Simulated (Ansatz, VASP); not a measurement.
# Al: VASP beside Ansatz

```
Al
1.0
     0.00000    2.01742    2.01742
     2.01742    0.00000    2.01742
     2.01742    2.01742    0.00000
Al
1
Direct
  0.00000 0.00000 0.00000
```

Alike in both runs: task single point; functional PBE; k mesh 13 × 13 × 13; occupations fermi-dirac, width 0.1 eV; no spin polarisation.

|  | VASP | Ansatz |
| --- | --- | --- |
| version | VASP 6.6.1 | Ansatz 0.2.0 |
| potentials or method | VASP PAW PBE potentials, release 64 (Al), cutoff 520 eV | PAW, plane waves, scalar-relativistic |
| valence electrons in the cell | 3 | 3 |

```csv
,VASP,Ansatz,Ansatz less VASP
pressure (GPa),0.3,0.3,+0.04
```

The functional is the same, so the differences come from potentials, cutoffs and numerics.
